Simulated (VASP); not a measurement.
# AlNi3 (Pm-3m) in VASP: notebook

AlNi3 is run at these levels: PBEsol, RPBE+D3(BJ), RPBE+D4; tasks: single point, relaxation of cell and atoms.

Everything below comes from runs of VASP 6.6.1. Logs are shortened: lines on timing, memory, paths and dates and some standing lists are left out, and cuts for length are marked.

## (1) The cell of the first run

Symmetry: Pm-3m, No. 221, cubic system. Conventional cell: a = 3.523 Å, b = 3.523 Å, c = 3.523 Å, α = 90.00°, β = 90.00°, γ = 90.00°. Ni (site symmetry 4/mmm) has 8 Ni at 2.49 Å and 4 Al at 2.49 Å within 3.3 Å. Al (site symmetry m-3m) has 12 Ni at 2.49 Å within 3.3 Å.

## (2) Single point, PBEsol, collinear spin, ferrimagnetic start

File INCAR:

```
SYSTEM = AlNi3
PREC     = Accurate       ! precision mode
ENCUT    = 520            ! plane-wave cutoff, eV
EDIFF    = 1E-6           ! SCF threshold, eV
ISMEAR   = -1             ! smearing method
SIGMA    = 0.05           ! smearing width, eV
LREAL    = .FALSE.        ! projectors in reciprocal space
LASPH    = .TRUE.         ! aspherical terms in the spheres
NELM     = 150            ! most SCF steps
ALGO     = Fast           ! electronic algorithm
ISIF     = 2              ! what is computed and relaxed
LWAVE    = .FALSE.        ! write WAVECAR
LCHARG   = .FALSE.        ! write CHGCAR
ISPIN    = 2              ! spin polarisation
MAGMOM   = 0.65 -0.09 0.18 0 ! initial moments
LORBIT   = 11             ! projections on sites
LMAXMIX  = 4              ! l up to which the mixer works
GGA      = PS             ! functional
NBANDS   = 28             ! bands
```

File KPOINTS:

```
Automatic mesh
0
G
  8 8 8
  0 0 0
```

File POSCAR:

```
AlNi3
1.0
    3.5230547267      0.0000000000      0.0000000000
    0.0000000000      3.5230547267      0.0000000000
    0.0000000000      0.0000000000      3.5230547267
Ni Al
3 1
Direct
    0.5000000000      0.5000000000      0.0000000000
    0.5000000000      0.0000000000      0.5000000000
    0.0000000000      0.5000000000      0.5000000000
    0.0000000000      0.0000000000      0.0000000000
```

Potentials or basis: VASP PAW PBE potentials, release 64 (Ni, Al).

Run with:

```
$ cat potpaw_PBE.64/Ni/POTCAR potpaw_PBE.64/Al/POTCAR > POTCAR
$ mpirun -np 1 vasp_std > vasp.out
```

OUTCAR:

```text
SYSTEM = AlNi3
   PREC = Accurate
   ENCUT = 520
   EDIFF = 1E-6
   ISMEAR = -1
   LREAL = .FALSE.
   LASPH = .TRUE.
   NELM = 150
   ISIF = 2
   ISPIN = 2
   LORBIT = 11
   GGA = PS

 ion  position               nearest neighbor table
   1  0.500  0.500  0.000-   2 2.49   3 2.49   4 2.49   2 2.49   3 2.49   2 2.49   4 2.49   2 2.49
                             3 2.49   4 2.49   3 2.49   4 2.49
   2  0.500  0.000  0.500-   1 2.49   3 2.49   4 2.49   1 2.49   4 2.49   1 2.49   3 2.49   1 2.49
                             3 2.49   4 2.49   4 2.49   3 2.49
   3  0.000  0.500  0.500-   1 2.49   2 2.49   4 2.49   1 2.49   4 2.49   2 2.49   4 2.49   4 2.49
                             1 2.49   2 2.49   1 2.49   2 2.49
   4  0.000  0.000  0.000-   1 2.49   2 2.49   3 2.49   2 2.49   3 2.49   1 2.49   3 2.49   3 2.49
                             1 2.49   2 2.49   2 2.49   1 2.49

  LATTYP: Found a simple cubic cell.
 ALAT       =     3.5230547267

  Lattice vectors:

 A1 = (   3.5230547267,   0.0000000000,   0.0000000000)
 A2 = (   0.0000000000,   3.5230547267,   0.0000000000)
 A3 = (   0.0000000000,   0.0000000000,   3.5230547267)

Analysis of symmetry for initial positions (statically):
=====================================================================
 Subroutine PRICEL returns:
 Original cell was already a primitive cell.

 Routine SETGRP: Setting up the symmetry group for a
 simple cubic supercell.

 Subroutine GETGRP returns: Found 48 space group operations
 (whereof 48 operations were pure point group operations)
 out of a pool of 48 trial point group operations.

The static configuration has the point symmetry O_h .

Analysis of symmetry for dynamics (positions and initial velocities):
=====================================================================
 Subroutine PRICEL returns:
 Original cell was already a primitive cell.

 Routine SETGRP: Setting up the symmetry group for a
 simple cubic supercell.

 Subroutine GETGRP returns: Found 48 space group operations
 (whereof 48 operations were pure point group operations)
 out of a pool of 48 trial point group operations.

The dynamic configuration has the point symmetry O_h .

Analysis of structural, dynamic, and magnetic symmetry:
=====================================================================
 Subroutine PRICEL returns:
 Original cell was already a primitive cell.

 Routine SETGRP: Setting up the symmetry group for a
 simple cubic supercell.

 Subroutine GETGRP returns: Found  8 space group operations
 (whereof  8 operations were pure point group operations)
 out of a pool of 48 trial point group operations.

The overall configuration has the point symmetry D_2h.

 Subroutine INISYM returns: Found  8 space group operations
 (whereof  8 operations are pure point group operations),
[... 127 lines left out ...]
   AEXX    =    0.0000 exact exchange contribution
   IVDW    =     0    specifies the selected vdW correction
   LEPSILON=     F    determine dielectric tensor
   LRPA    =     F    only Hartree local field effects (RPA)
 spin polarized calculation
 RMM-DIIS sequential band-by-band and
  energy-cutoff  :      520.00
  volume of cell :       43.73
 maximum number of plane-waves:      1208
 NGX is ok and might be reduce to    28
   NGX = 13   NGY = 13   NGZ = 13

 number of electron      32.9999981 magnetization       0.6215110

 Free energy of the ion-electron system (eV)
  ---------------------------------------------------
  ext. energy  EPLUGINS =         0.00000000
  ---------------------------------------------------
  free energy    TOTEN  =       -24.30325570 eV

  energy without entropy =      -24.27121938  energy(sigma->0) =      -24.28723754

 E-fermi :   9.7618     XC(G=0): -13.0032

 val. band max:        9.7552404811   @ k =   0.3750   0.2500   0.1250
 cond. band min:       9.7744902979   @ k =   0.2500   0.5000   0.2500
 fundamental gap:      0.0192498168
 Fermi energy:         9.7617569759

 spin component 1

 k-point     1 :       0.0000    0.0000    0.0000
  band No.  band energies     occupation
      1      -0.4095      1.00000
      2       5.2913      1.00000
      3       5.9791      1.00000
      4       5.9792      1.00000
      5       6.3568      1.00000
      6       6.3568      1.00000
[... 733 lines left out ...]
     27      23.6256      0.00000
     28      24.8193      0.00000

 [... further k-points ...]

 spin component 2

 k-point     1 :       0.0000    0.0000    0.0000
  band No.  band energies     occupation
      1      -0.4262      1.00000
      2       5.3752      1.00000
      3       6.1126      1.00000
      4       6.1127      1.00000
      5       6.5920      1.00000
      6       6.5920      1.00000
[... 733 lines left out ...]
     27      23.6406      0.00000
     28      24.8325      0.00000

 [... further k-points ...]
[... 5 lines left out ...]
  --------------------------------------------------------------------------------------
  -------------------------------------------------------------------------------------
  Total       -0.1498983     -0.1496659     -0.1494404      0.0000000      0.0000000      0.0000000
  in kB       -5.4922359     -5.4837189     -5.4754573      0.0000000      0.0000000      0.0000000
  external PRESSURE =      -5.4838040 kB  Pullay stress =       0.0000000 kB

 VOLUME and BASIS-vectors are now :
 -----------------------------------------------------------------------------
  energy-cutoff  :      520.00
  volume of cell :       43.73
      direct lattice vectors                 reciprocal lattice vectors
     3.523054727  0.000000000  0.000000000     0.283844583  0.000000000  0.000000000
     0.000000000  3.523054727  0.000000000     0.000000000  0.283844583  0.000000000
     0.000000000  0.000000000  3.523054727     0.000000000  0.000000000  0.283844583

 POSITION                                       TOTAL-FORCE (eV/Angst)
 -----------------------------------------------------------------------------------
      1.76153      1.76153      0.00000         0.000000      0.000000      0.000000
      1.76153      0.00000      1.76153         0.000000      0.000000      0.000000
      0.00000      1.76153      1.76153         0.000000      0.000000      0.000000
      0.00000      0.00000      0.00000         0.000000      0.000000      0.000000
 -----------------------------------------------------------------------------------
    total drift:                                0.000000      0.000000      0.000000

  FREE ENERGIE OF THE ION-ELECTRON SYSTEM (eV)
  ---------------------------------------------------
  free  energy   TOTEN  =       -24.3032557013 eV

  energy  without entropy=      -24.2712193798  energy(sigma->0) =      -24.28723754

 total charge

# of ion       s       p       d       tot
------------------------------------------
    1        0.511   0.549   8.397   9.456
    2        0.511   0.549   8.397   9.456
    3        0.511   0.549   8.397   9.456
    4        0.410   0.404   0.000   0.814
--------------------------------------------------
tot          1.941   2.051  25.190  29.182

 magnetization (x)

# of ion       s       p       d       tot
------------------------------------------
    1       -0.002  -0.007   0.228   0.219
    2       -0.002  -0.007   0.228   0.219
    3       -0.002  -0.007   0.228   0.219
    4       -0.000  -0.007   0.000  -0.007
--------------------------------------------------
tot         -0.008  -0.028   0.685   0.650
```

OSZICAR:

```text
N       E                     dE             d eps       ncg     rms          rms(c)
DAV:   1     0.194690630649E+03    0.19469E+03   -0.13607E+04 14352   0.151E+03
DAV:   2    -0.165022747118E+02   -0.21119E+03   -0.19536E+03 14064   0.295E+02
DAV:   3    -0.289451049384E+02   -0.12443E+02   -0.11600E+02 15508   0.896E+01
DAV:   4    -0.291673004649E+02   -0.22220E+00   -0.22184E+00 15836   0.116E+01
DAV:   5    -0.291753888684E+02   -0.80884E-02   -0.80877E-02 16316   0.195E+00    0.213E+01
RMM:   6    -0.299796934035E+02   -0.80430E+00   -0.38573E+01 16054   0.639E+01    0.227E+01
RMM:   7    -0.243784952691E+02    0.56012E+01   -0.10701E+01 15148   0.337E+01    0.349E+00
RMM:   8    -0.243204066899E+02    0.58089E-01   -0.58981E-02 15193   0.181E+00    0.119E+00
RMM:   9    -0.243258110645E+02   -0.54044E-02   -0.34625E-02 16534   0.165E+00    0.177E+00
RMM:  10    -0.243014726455E+02    0.24338E-01   -0.19583E-02 16095   0.128E+00    0.639E-01
RMM:  11    -0.243001028557E+02    0.13698E-02   -0.38417E-03 18377   0.446E-01    0.372E-01
RMM:  12    -0.243002795528E+02   -0.17670E-03   -0.11024E-03 18191   0.239E-01    0.362E-01
RMM:  13    -0.243010667046E+02   -0.78715E-03   -0.70172E-04 16563   0.206E-01    0.334E-01
RMM:  14    -0.243022286880E+02   -0.11620E-02   -0.59444E-04 16407   0.184E-01    0.287E-01
RMM:  15    -0.243032236730E+02   -0.99499E-03   -0.21417E-03 19873   0.342E-01    0.565E-02
RMM:  16    -0.243032400953E+02   -0.16422E-04   -0.89820E-05 17354   0.740E-02    0.346E-02
RMM:  17    -0.243032551076E+02   -0.15012E-04   -0.29350E-05 16905   0.441E-02    0.923E-03
RMM:  18    -0.243032557013E+02   -0.59373E-06   -0.89402E-06 15724   0.170E-02
   1 F= -.24303256E+02 E0= -.24287238E+02  d E =-.320363E-01  mag=     0.6254
```

stdout:

```text
POSCAR found type information on POSCAR NiAl
 POSCAR found :  2 types and       4 ions
 scaLAPACK will be used
 -----------------------------------------------------------------------------
|                                                                             |
|                                                                             |
|     You enforced a specific xc type in the INCAR file but a different       |
|     I HOPE YOU KNOW WHAT YOU ARE DOING!                                     |
|                                                                             |
 -----------------------------------------------------------------------------

 LDA part: xc-table for (Slater+PW92), standard interpolation
 POSCAR, INCAR and KPOINTS ok, starting setup
 FFT: planning ... GRIDC
 FFT: planning ... GRID_SOFT
 FFT: planning ... GRID
 WAVECAR not read
 entering main loop
WARNING in EDDRMM: call to ZHEGV failed, returncode =   8  4     28
WARNING in EDDRMM: call to ZHEGV failed, returncode =   8  4     27
WARNING in EDDRMM: call to ZHEGV failed, returncode =   8  4     27
```

Wall time 8.2 min (1 thread of Oxide Virtual Turin-like, shared host); peak memory 0.29 GiB.

Results:

* Free energy: -24.3033 eV
* Pressure: -0.5 GPa
* Net moment: 0.62 μB per cell
* Site moments: Ni +0.22; Al -0.01 μB
* Valence electrons inside the program's atomic spheres: Ni 9.46; Al 0.81

Levels at points of the mesh, in eV from the Fermi level:
Spin up:
```csv
k point,band 13,band 14,band 15,band 16,band 17,band 18,band 19,band 20,band 21,band 22
"(0.00, 0.00, 0.00)",-0.23,-0.02,-0.02,-0.02,0.87,0.87,0.87,6.73,6.73,7.61
"(0.50, 0.00, 0.00)",-1.22,-1.17,-1.05,-0.48,-0.02,5.67,5.67,5.68,5.68,6.55
"(0.00, 0.50, 0.00)",-1.22,-1.17,-1.05,-0.48,-0.02,5.67,5.67,5.68,5.68,6.55
"(0.00, 0.00, 0.50)",-1.22,-1.17,-1.05,-0.48,-0.02,5.67,5.67,5.68,5.68,6.55
"(0.50, 0.50, 0.00)",-1.32,-1.21,-0.97,-0.96,-0.57,0.92,0.92,8.31,8.31,8.41
"(0.00, 0.50, 0.50)",-1.32,-1.21,-0.97,-0.96,-0.57,0.92,0.92,8.31,8.31,8.41
"(0.50, 0.00, 0.50)",-1.32,-1.21,-0.97,-0.96,-0.57,0.92,0.92,8.31,8.31,8.41
"(0.50, 0.50, 0.50)",-1.31,-1.07,-1.07,-0.25,-0.21,-0.21,-0.21,3.63,4.18,4.18
```
Spin down:
| k point | band 14 | band 15 | band 16 | band 17 | band 18 | band 19 |
| --- | --- | --- | --- | --- | --- | --- |
| (0.00, 0.00, 0.00) | 0.33 | 0.33 | 0.33 | 0.85 | 0.85 | 0.85 |
| (0.50, 0.00, 0.00) | -0.97 | -0.84 | -0.30 | 0.33 | 5.72 | 5.72 |
| (0.00, 0.50, 0.00) | -0.97 | -0.84 | -0.30 | 0.33 | 5.72 | 5.72 |
| (0.00, 0.00, 0.50) | -0.97 | -0.84 | -0.30 | 0.33 | 5.72 | 5.72 |
| (0.50, 0.50, 0.00) | -1.10 | -0.79 | -0.64 | -0.45 | 1.16 | 1.16 |
| (0.00, 0.50, 0.50) | -1.10 | -0.79 | -0.64 | -0.45 | 1.16 | 1.16 |
| (0.50, 0.00, 0.50) | -1.10 | -0.79 | -0.64 | -0.45 | 1.16 | 1.16 |
| (0.50, 0.50, 0.50) | -0.91 | -0.91 | -0.25 | 0.10 | 0.10 | 0.10 |

Caveat: the PAW data sets were made with another functional, which shifts forces and pressure a little.

## (3) Relaxation of cell and atoms, RPBE+D3(BJ), collinear spin, ferromagnetic start

File INCAR:

```
ALGO = Normal
EDIFF = 1E-7
EDIFFG = -0.01
ENCUT = 600
GGA = RP
IBRION = 2
ISIF = 3
ISMEAR = -1
ISPIN = 2
IVDW = 12
LASPH = True
LCHARG = False
LMAXMIX = 4
LORBIT = 11
LREAL = False
LWAVE = False
MAGMOM = 1 1 1 0
NELM = 150
NSW = 60
PREC = Accurate
SIGMA = 0.05
```

File KPOINTS:

```
k-points
0
Gamma
  8 8 8
```

POSCAR is that of step 2.

Potentials or basis: VASP PAW PBE potentials, release 64 (Ni, Al).

Run with:

```
$ cat potpaw_PBE.64/Ni/POTCAR potpaw_PBE.64/Al/POTCAR > POTCAR
$ mpirun -np 1 vasp_std > vasp.out
```

It took 5.2 min on 1 thread of Oxide Virtual Turin-like, shared host; peak memory 0.2 GiB.

The run converged. Its results:

| Quantity | Value |
| --- | --- |
| Free energy | -29.8194 eV |
| Relaxed volume | 9.84 Å³/atom |
| Relaxed cell | a = 3.402 Å, b = 3.402 Å, c = 3.402 Å, α = 90.00°, β = 90.00°, γ = 90.00° |
| Space group after relaxing (to 0.05 Å) | Pm-3m (No. 221) |
| Energy gained by relaxing | 79.4 meV/atom |
| Ionic steps | 4 |
| Pressure after relaxing | -0.1 GPa |
| Net moment | 0.00 μB per cell |
| Valence electrons inside the program's atomic spheres | Ni 9.66; Al 0.89 |
| Dispersion energy per atom | -2.640 eV |

The path:
```tsv
step	energy change (eV)	largest force (eV/Å)	pressure (GPa)	volume (Å³)
1	0.0000	0.0000	-21.64	43.73
2	0.1576	0.0000	39.18	35.03
3	-0.3174	0.0000	-0.87	39.49
4	-0.3178	0.0000	-0.13	39.38
```

Final structure:
```
Ni Al
1.0
     3.40205    0.00000    0.00000
     0.00000    3.40205    0.00000
     0.00000    0.00000    3.40205
Ni Al
3 1
Direct
  0.50000 0.50000 0.00000
  0.50000 0.00000 0.50000
  0.00000 0.50000 0.50000
  0.00000 0.00000 0.00000
```

Levels at points of the mesh, in eV from the Fermi level:
Spin up:
```tsv
k point	band 13	band 14	band 15	band 16	band 17	band 18	band 19	band 20	band 21	band 22
(0.00, 0.00, 0.00)	-0.09	0.22	0.22	0.22	0.92	0.92	0.92	7.40	7.40	8.73
(0.50, 0.00, 0.00)	-1.24	-1.24	-1.07	-0.45	0.22	6.09	6.09	6.29	6.29	6.94
(0.50, 0.50, 0.00)	-1.43	-1.32	-1.00	-0.90	-0.59	1.23	1.23	8.87	8.87	9.28
(0.50, 0.50, 0.50)	-1.45	-1.13	-1.13	-0.38	-0.02	-0.02	-0.02	4.42	4.86	4.86
```
Spin down:
```
           k point  band 13  band 14  band 15  band 16  band 17  band 18  band 19  band 20  band 21  band 22
(0.00, 0.00, 0.00)    -0.09     0.22     0.22     0.22     0.92     0.92     0.92     7.40     7.40     8.73
(0.50, 0.00, 0.00)    -1.24    -1.24    -1.07    -0.45     0.22     6.09     6.09     6.29     6.29     6.94
(0.50, 0.50, 0.00)    -1.43    -1.32    -1.00    -0.90    -0.59     1.23     1.23     8.87     8.87     9.28
(0.50, 0.50, 0.50)    -1.45    -1.13    -1.13    -0.38    -0.02    -0.02    -0.02     4.42     4.86     4.86
```

Caveat: the PAW data sets were made with another functional, which shifts forces and pressure a little; pairwise dispersion overbinds metals, which lowers pressure and volume.

(Continued in part 2 of 2.)
